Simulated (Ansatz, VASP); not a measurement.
## In3O2 in VASP and in Ansatz

```xyz
5
Lattice="3.5874 0.0000 0.0000 -1.7937 3.1068 0.0000 0.0000 0.0000 9.9336" Properties=species:S:1:pos:R:3 pbc="T T T"
In    0.0000    0.0000    6.4965
In    0.0000    0.0000    3.4371
In    1.7937    1.0356    0.0000
O     1.7937    1.0356    4.9668
O     0.0000    2.0712    0.0000
```

Change from the starting cell: species swapped into the Fe3Ge2 type (P-6m2, No. 187).

Alike in both runs: functional PBE; k mesh 12 × 12 × 4; occupations gaussian, width 0.1 eV; no spin polarisation.

Ansatz relaxed the structure, and its values are those at the end. VASP's run is a single point on that final structure, the one shown.

|  | VASP | Ansatz |
| --- | --- | --- |
| version | VASP 6.6.1 | Ansatz 0.2.0 |
| potentials or method | VASP PAW PBE potentials, release 64 (In_d, O), cutoff 520 eV | scalar-relativistic, plane waves, PAW |
| valence electrons in the cell | 51 | 51 |

```tsv
	VASP	Ansatz	Ansatz less VASP
gap on the k mesh at the Fermi level (eV)	none	none	-
pressure (GPa)	0.1	0.0	-0.11
rms of the force components (eV/Å)	0.006	0.000	-0.0056
```

A gap of «none» marks a metal or a gap that the smearing closes.
